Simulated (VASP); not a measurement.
# Hg (P6_3/mmc) in VASP: further runs

Hg is run at these levels: PBE+D3(BJ); tasks: single point.

All numbers are computed with VASP 6.6.1; they aren't measurements. Logs are shortened: lines on timing, memory, paths and dates and some standing lists are left out, and cuts for length are marked.

## Step 1: The cell of the first run

The structure is hexagonal, space group P6_3/mmc (No. 194). The conventional cell has a = 3.304 Å, b = 3.304 Å, c = 10.481 Å, α = 90.00°, β = 90.00°, γ = 120.00°. Within 4.3 Å of Hg (site symmetry -3m) lie 12 Hg at 3.24 to 3.30 Å. Hg (site symmetry -6m2) has 12 Hg at 3.24 to 3.30 Å within 4.3 Å.

## Step 2: Single point, PBE+D3(BJ) (volume scaled by 0.97, then relaxed in part)

Contents of INCAR:

```
  ALGO = Normal
  EDIFF = 1E-6
  ENCUT = 500
  GGA = PE
  GGA_COMPAT = False
  ISIF = 2
  ISMEAR = 0
  IVDW = 12
  LASPH = True
  LCHARG = False
  LREAL = False
  LWAVE = False
  NBANDS = 32
  NELM = 120
  PREC = Accurate
  SIGMA = 0.1
```

Contents of KPOINTS:

```
k-points
0
Gamma
  15 15 4
```

Contents of POSCAR:

```
Hg
1.0
    3.3037851628      0.0000000000      0.0000000000
   -1.6518925814      2.8611618796      0.0000000000
    0.0000000000      0.0000000000     10.4813101889
Hg
4
Direct
    0.0000000000      0.0000000000      0.0000000000
    0.3333333333      0.6666666667      0.2500000000
    0.0000000000      0.0000000000      0.5000000000
    0.6666666667      0.3333333333      0.7500000000
```

Potentials or basis: VASP PAW PBE potentials, release 64 (Hg).

The run is started by

```
$ cat potpaw_PBE.64/Hg/POTCAR > POTCAR
$ mpirun -np 1 vasp_std > vasp.out
```

OUTCAR:

```text
EDIFF = 1E-6
   ENCUT = 500
   GGA = PE
   ISIF = 2
   ISMEAR = 0
   IVDW = 12
   LASPH = True
   LREAL = False
   NELM = 120
   PREC = Accurate
 IVDW          = 12

 ion  position               nearest neighbor table
   1  0.000  0.000  0.000-   2 3.24   4 3.24   2 3.24   4 3.24   4 3.24   2 3.24
   2  0.333  0.667  0.250-   1 3.24   3 3.24   1 3.24   3 3.24   1 3.24   3 3.24
   3  0.000  0.000  0.500-   2 3.24   4 3.24   2 3.24   4 3.24   4 3.24   2 3.24
   4  0.667  0.333  0.750-   1 3.24   3 3.24   1 3.24   3 3.24   1 3.24   3 3.24

  LATTYP: Found a hexagonal cell.
 ALAT       =     3.3037851628
 C/A-ratio  =     3.1725156669

  Lattice vectors:

 A1 = (   3.3037851628,   0.0000000000,   0.0000000000)
 A2 = (  -1.6518925814,   2.8611618796,   0.0000000000)
 A3 = (   0.0000000000,   0.0000000000,  10.4813101889)

Analysis of symmetry for initial positions (statically):
=====================================================================
 Subroutine PRICEL returns:
 Original cell was already a primitive cell.

 Routine SETGRP: Setting up the symmetry group for a
 hexagonal supercell.

 Subroutine GETGRP returns: Found 24 space group operations
 (whereof 12 operations were pure point group operations)
 out of a pool of 24 trial point group operations.

The static configuration has the point symmetry D_3d.
 The point group associated with its full space group is D_6h.

Analysis of symmetry for dynamics (positions and initial velocities):
=====================================================================
 Subroutine PRICEL returns:
 Original cell was already a primitive cell.

 Routine SETGRP: Setting up the symmetry group for a
 hexagonal supercell.

 Subroutine GETGRP returns: Found 24 space group operations
 (whereof 12 operations were pure point group operations)
 out of a pool of 24 trial point group operations.

The dynamic configuration has the point symmetry D_3d.
 The point group associated with its full space group is D_6h.

 Subroutine INISYM returns: Found 24 space group operations
 (whereof 12 operations are pure point group operations),
 and found     1 'primitive' translations

----------------------------------------------------------------------------------------

                                     Primitive cell

  volume of cell :      99.0763

  direct lattice vectors                    reciprocal lattice vectors
     3.303785163  0.000000000  0.000000000     0.302683120  0.174754181  0.000000000
    -1.651892581  2.861161880  0.000000000     0.000000000  0.349508361  0.000000000
     0.000000000  0.000000000 10.481310189     0.000000000  0.000000000  0.095407920

  length of vectors
     3.303785163  3.303785163 10.481310189     0.349508361  0.349508361  0.095407920

  position of ions in fractional coordinates (direct lattice)
     0.000000000  0.000000000  0.000000000
     0.333333333  0.666666667  0.250000000
     0.000000000  0.000000000  0.500000000
     0.666666667  0.333333333  0.750000000

  ion indices of the primitive-cell ions
   primitive index   ion index
                 1           1
                 2           2
                 3           3
                 4           4

----------------------------------------------------------------------------------------

 KPOINTS: k-points

Automatic generation of k-mesh.
 Grid dimensions read from file:
 generate k-points for:   15   15    4

 Generating k-lattice:

  Cartesian coordinates                     Fractional coordinates (reciprocal lattice)
     0.020178875  0.011650279  0.000000000     0.066666667  0.000000000  0.000000000
     0.000000000  0.023300557  0.000000000     0.000000000  0.066666667  0.000000000
     0.000000000  0.000000000  0.023851980     0.000000000  0.000000000  0.250000000

  Length of vectors
     0.023300557  0.023300557  0.023851980

  Shift w.r.t. Gamma in fractional coordinates (k-lattice)
     0.000000000  0.000000000  0.000000000

 Subroutine IBZKPT returns following result:
 ===========================================

 Found     81 irreducible k-points:

 Following reciprocal coordinates:
            Coordinates               Weight
  0.000000  0.000000  0.000000      1.000000
  0.066667  0.000000  0.000000      6.000000
  0.133333 -0.000000  0.000000      6.000000
  0.200000  0.000000  0.000000      6.000000
  0.266667 -0.000000  0.000000      6.000000
  0.333333 -0.000000  0.000000      6.000000
[... 16 lines left out ...]
  0.333333  0.200000  0.000000     12.000000
  0.400000  0.200000  0.000000      6.000000
 [... further k-points ...]
   k-points           NKPTS =     81   k-points in BZ     NKDIM =     81   number of bands    NBANDS=     32
   number of dos      NEDOS =    301   number of ions     NIONS =      4
   total plane-waves  NPLWV =  46080
   dimension x,y,z NGX =    24 NGY =   24 NGZ =   80
   dimension x,y,z NGXF=    48 NGYF=   48 NGZF=  160
   ions per type =               4
   NGX,Y,Z   is equivalent  to a cutoff of  12.08, 12.08, 12.69 a.u.
   NGXF,Y,Z  is equivalent  to a cutoff of  24.15, 24.15, 25.38 a.u.
 SYSTEM =  unknown system
   PREC   = accura    normal or accurate (medium, high low for compatibility)
   ISTART =      0    job   : 0-new  1-cont  2-samecut
   ICHARG =      2    charge: 1-file 2-atom 10-const
   ISPIN  =      1    spin polarized calculation?
   LNONCOLLINEAR =      F non collinear calculations
   LSORBIT =      F    spin-orbit coupling
   LASPH  =      T    aspherical Exc in radial PAW
   ENCUT  =  500.0 eV  36.75 Ry    6.06 a.u.   6.02  6.02 19.11*2*pi/ulx,y,z
   NELM   =    120;   NELMIN=  2; NELMDL= -5     # of ELM steps
   EDIFF  = 0.1E-05   stopping-criterion for ELM
   LREAL  =      F    real-space projection
   EDIFFG = 0.1E-04   stopping-criterion for IOM
   NSW    =      0    number of steps for IOM
   IBRION =     -1    ionic relax: 0-MD 1-quasi-New 2-CG
   NFREE  =      0    steps in history (QN), initial steepest desc. (CG)
   ISIF   =      2    stress and relaxation
   ISYM   =      2    0-nonsym 1-usesym 2-fastsym
   POTIM  = 0.5000    time-step for ionic-motion
   TEBEG  =    0.0;   TEEND  =   0.0 temperature during run
   PSTRESS=    0.0 pullay stress
   NELECT =      48.0000    total number of electrons
   NUPDOWN=      -1.0000    fix difference up-down
   EMIN   =  10.00;   EMAX   =-10.00  energy-range for DOS
   EFERMI =   0.00;   METHOD = LEGACY
   ISMEAR =     0;   SIGMA  =   0.10  broadening in eV -4-tet -1-fermi 0-gaus
   EFERMI_NEDOS =   21; number of points for ismear=-14 and -15
   IALGO  =     38    algorithm
   IMIX   =      4    mixing-type and parameters
     AMIX     =   0.40;   BMIX     =  1.00
     AMIX_MAG =   1.60;   BMIX_MAG =  1.00
  volume/ion in A,a.u.               =      24.77       167.15
  Fermi-wavevector in a.u.,A,eV,Ry     =   1.285776  2.429764 22.493422  1.653220
  Thomas-Fermi vector in A             =   2.417890
   LORBIT       =      0    0 simple, 1 ext, 2 COOP (PROOUT), +10 PAW based schemes
   GGA     = PE    functional components
   LHFCALC =     F    Hartree Fock is set to
   AEXX    =    0.0000 exact exchange contribution
   IVDW    =    12    specifies the selected vdW correction
   LEPSILON=     F    determine dielectric tensor
   LRPA    =     F    only Hartree local field effects (RPA)
 non-spin polarized calculation
 Gauss-broadening in eV      SIGMA  =   0.10
  energy-cutoff  :      500.00
  volume of cell :       99.08
 maximum number of plane-waves:      2574
   NGX = 13   NGY = 13   NGZ = 39

 number of electron      48.0000001 magnetization

 Free energy of the ion-electron system (eV)
  ---------------------------------------------------
  ext. energy  EPLUGINS =         0.00000000
  ---------------------------------------------------
  free energy    TOTEN  =        -0.51166443 eV

  energy without entropy =       -0.50411151  energy(sigma->0) =       -0.50788797

 E-fermi :   2.1734     XC(G=0): -10.5927

 val. band max:        2.1486029020   @ k =   0.2667   0.2667   0.0000
 cond. band min:       2.1808910704   @ k =   0.2000   0.2000   0.0000
 fundamental gap:      0.0322881684
 Fermi energy:         2.1734324972

 k-point     1 :       0.0000    0.0000    0.0000
  band No.  band energies     occupation
      1      -6.2870      2.00000
      2      -5.3317      2.00000
      3      -5.2303      2.00000
      4      -5.2143      2.00000
      5      -4.5073      2.00000
      6      -4.5073      2.00000
[... 24 lines left out ...]
     31      15.2134      0.00000
     32      15.2139      0.00000

 k-point     2 :       0.0667    0.0000    0.0000
  band No.  band energies     occupation
      1      -6.1931      2.00000
      2      -5.2835      2.00000
      3      -5.1564      2.00000
      4      -5.1393      2.00000
      5      -4.5275      2.00000
      6      -4.5222      2.00000
[... 24 lines left out ...]
     31      14.2073      0.00000
     32      14.8275      0.00000

 k-point     3 :       0.1333   -0.0000    0.0000
  band No.  band energies     occupation
      1      -5.9243      2.00000
      2      -5.1609      2.00000
      3      -4.9688      2.00000
      4      -4.9496      2.00000
      5      -4.6134      2.00000
      6      -4.5499      2.00000
[... 24 lines left out ...]
     31      12.5649      0.00000
     32      14.2473      0.00000

 k-point     4 :       0.2000    0.0000    0.0000
  band No.  band energies     occupation
      1      -5.5415      2.00000
      2      -5.0536      2.00000
      3      -4.8361      2.00000
      4      -4.7967      2.00000
      5      -4.7380      2.00000
      6      -4.6669      2.00000
[... 654 lines left out ...]
     31       8.0399      0.00000
     32       9.8259      0.00000

 k-point    23 :       0.3333    0.2000    0.0000
  band No.  band energies     occupation
      1      -5.1092      2.00000
      2      -5.0967      2.00000
      3      -4.9296      2.00000
      4      -4.8115      2.00000
      5      -4.6670      2.00000
      6      -4.6511      2.00000
[... 24 lines left out ...]
     31       7.6657      0.00000
     32       8.2969      0.00000

 k-point    24 :       0.4000    0.2000    0.0000
  band No.  band energies     occupation
      1      -5.1329      2.00000
      2      -5.1092      2.00000
      3      -4.9463      2.00000
      4      -4.7928      2.00000
      5      -4.6991      2.00000
      6      -4.6545      2.00000
[... 24 lines left out ...]
     31       7.4380      0.00000
     32       7.7702      0.00000

 [... further k-points ...]

------------------------ aborting loop because EDIFF is reached ----------------------------------------

 Edisp (eV)   -1.69018

 E8    (eV) :    -0.7657

  FORCE on cell =-STRESS in cart. coord.  units (eV):
  Direction    XX          YY          ZZ          XY          YZ          ZX
  --------------------------------------------------------------------------------------
  -------------------------------------------------------------------------------------
  Total       0.56050     0.56050     0.57908     0.00000     0.00000     0.00000
  in kB       9.06385     9.06385     9.36439     0.00000     0.00000     0.00000
  external pressure =        9.16 kB  Pullay stress =        0.00 kB

 VOLUME and BASIS-vectors are now :
 -----------------------------------------------------------------------------
  energy-cutoff  :      500.00
  volume of cell :       99.08
      direct lattice vectors                 reciprocal lattice vectors
     3.303785163  0.000000000  0.000000000     0.302683120  0.174754181  0.000000000
    -1.651892581  2.861161880  0.000000000     0.000000000  0.349508361  0.000000000
     0.000000000  0.000000000 10.481310189     0.000000000  0.000000000  0.095407920

 POSITION                                       TOTAL-FORCE (eV/Angst)
 -----------------------------------------------------------------------------------
      0.00000      0.00000      0.00000         0.000000      0.000000      0.000000
     -0.00000      1.90744      2.62033         0.000000     -0.000000     -0.000000
      0.00000      0.00000      5.24066         0.000000      0.000000      0.000000
      1.65189      0.95372      7.86098        -0.000000      0.000000     -0.000000
 -----------------------------------------------------------------------------------
    total drift:                               -0.000000      0.000000     -0.000000

  FREE ENERGIE OF THE ION-ELECTRON SYSTEM (eV)
  ---------------------------------------------------
  free  energy   TOTEN  =        -2.2018447204 eV

  energy  without entropy=       -2.1942917995  energy(sigma->0) =       -2.19806826
```

It took 58 s on 1 thread of Intel Xeon 6975P-C (Granite Rapids), shared host; peak memory 0.32 GiB.

Results:

- Free energy: -2.2018 eV
- Pressure: 0.9 GPa
- Band gap on the k mesh: zero (band 24 reaches 2.39 eV, above the bottom of band 25 at 1.12 eV)
- Dispersion energy per atom: -0.423 eV

Caveat: spin-orbit coupling is left out, which moves the levels of the heavy elements; pairwise dispersion overbinds metals, which lowers pressure and volume.

## Step 3: Single point, PBE+D3(BJ) (volume scaled by 1.03, then relaxed in part)

Contents of INCAR:

```
SYSTEM = Hg
PREC = Accurate ; ENCUT = 500
EDIFF = 1E-6 ; ISMEAR = 0
SIGMA = 0.1 ; LREAL = .FALSE.
LASPH = .TRUE. ; NELM = 120
ALGO = Normal ; ISIF = 2
LWAVE = .FALSE. ; LCHARG = .FALSE.
GGA = PE ; IVDW = 12
NBANDS = 32 ; GGA_COMPAT = .FALSE.
```

Contents of KPOINTS:

```
regular mesh
0
G
  15 15 4
  0 0 0
```

Contents of POSCAR:

```
Hg
1.0
    3.3705462844      0.0000000000      0.0000000000
   -1.6852731422      2.9189787069      0.0000000000
    0.0000000000      0.0000000000     10.6931108931
Hg
4
Direct
    0.0000000000      0.0000000000      0.0000000000
    0.3333333333      0.6666666667      0.2500000000
    0.0000000000      0.0000000000      0.5000000000
    0.6666666667      0.3333333333      0.7500000000
```

Potentials or basis: VASP PAW PBE potentials, release 64 (Hg).

The run is started by

```
$ cat potpaw_PBE.64/Hg/POTCAR > POTCAR
$ mpirun -np 1 vasp_std > vasp.out
```

It took 85 s on 1 thread of Intel Xeon 6975P-C (Granite Rapids), shared host; peak memory 0.36 GiB.

It converged, with:

- Free energy: -2.2139 eV
- Pressure: -0.4 GPa
- Band gap on the k mesh: zero (band 24 reaches 1.79 eV, above the bottom of band 25 at 0.92 eV)
- Dispersion energy per atom: -0.398 eV

Levels at points of the mesh, in eV from the Fermi level:
```
           k point  band 20  band 21  band 22  band 23  band 24  band 25  band 26  band 27  band 28  band 29
(0.00, 0.00, 0.00)    -5.66    -5.66    -5.43    -5.43    -1.21    -0.70     6.89     6.90    11.54    11.54
(0.00, 0.00, 0.50)    -5.53    -5.53    -5.53    -3.85    -3.85     2.67     2.67    11.50    11.50    11.87
```

Caveat: spin-orbit coupling is left out, which moves the levels of the heavy elements; pairwise dispersion overbinds metals, which lowers pressure and volume.

## Step 4: Single point, PBE+D3(BJ) (volume scaled by 1.06, then relaxed in part)

Contents of INCAR:

```
SYSTEM = Hg
ALGO = Normal
EDIFF = 1E-6
ENCUT = 500
GGA = PE
GGA_COMPAT = .False.
ISIF = 2
ISMEAR = 0
IVDW = 12
LASPH = .True.
LCHARG = .False.
LREAL = .False.
LWAVE = .False.
NBANDS = 32
NELM = 120
PREC = Accurate
SIGMA = 0.1
```

Contents of KPOINTS:

```
k-points
0
Gamma
  15 15 4
  0 0 0
```

Contents of POSCAR:

```
Hg
1.0
    3.4029573716      0.0000000000      0.0000000000
   -1.7014786858      2.9470475318      0.0000000000
    0.0000000000      0.0000000000     10.7959355749
Hg
4
Direct
    0.0000000000      0.0000000000      0.0000000000
    0.3333333333      0.6666666667      0.2500000000
    0.0000000000      0.0000000000      0.5000000000
    0.6666666667      0.3333333333      0.7500000000
```

The run is started by

```
$ cat potpaw_PBE.64/Hg/POTCAR > POTCAR
$ mpirun -np 1 vasp_std > vasp.out
```

Run time: 78 s. Hardware: 1 thread of Intel Xeon 6975P-C (Granite Rapids), shared host; peak memory 0.37 GiB.

Results (log left out):

- Free energy: -2.2049 eV
- Pressure: -0.7 GPa
- Band gap on the k mesh: zero (band 24 reaches 1.51 eV, above the bottom of band 25 at 0.83 eV)
- Dispersion energy per atom: -0.387 eV

Levels at points of the mesh, in eV from the Fermi level:
```
           k point  band 20  band 21  band 22  band 23  band 24  band 25  band 26  band 27  band 28  band 29
(0.00, 0.00, 0.00)    -5.59    -5.59    -5.37    -5.37    -1.23    -0.56     6.79     6.80    11.36    11.36
(0.00, 0.00, 0.50)    -5.46    -5.46    -5.46    -3.73    -3.73     2.66     2.66    11.32    11.32    11.68
```

Caveat: spin-orbit coupling is left out, which moves the levels of the heavy elements; pairwise dispersion overbinds metals, which lowers pressure and volume.

## Step 5: The runs side by side

| cell | gap on the mesh (eV) | pressure (GPa) |
| --- | --- | --- |
| a = 3.304, b = 3.304, c = 10.481 Å, angles 90.0, 90.0, 120.0°, 4 atoms | none | 0.9 |
| a = 3.371, b = 3.371, c = 10.693 Å, angles 90.0, 90.0, 120.0°, 4 atoms | none | -0.4 |
| a = 3.403, b = 3.403, c = 10.796 Å, angles 90.0, 90.0, 120.0°, 4 atoms | none | -0.7 |

Alike in all rows: task single point; level PBE+D3(BJ); potentials or basis VASP PAW PBE potentials, release 64 (Hg); no spin polarisation; k mesh 15 × 15 × 4; cutoff (eV) 500; smearing gaussian 0.1 eV.

Caveats: spin-orbit coupling is left out, which moves the levels of the heavy elements; pairwise dispersion overbinds metals, which lowers pressure and volume.

Absolute energies hang on the potentials; compare differences alone.
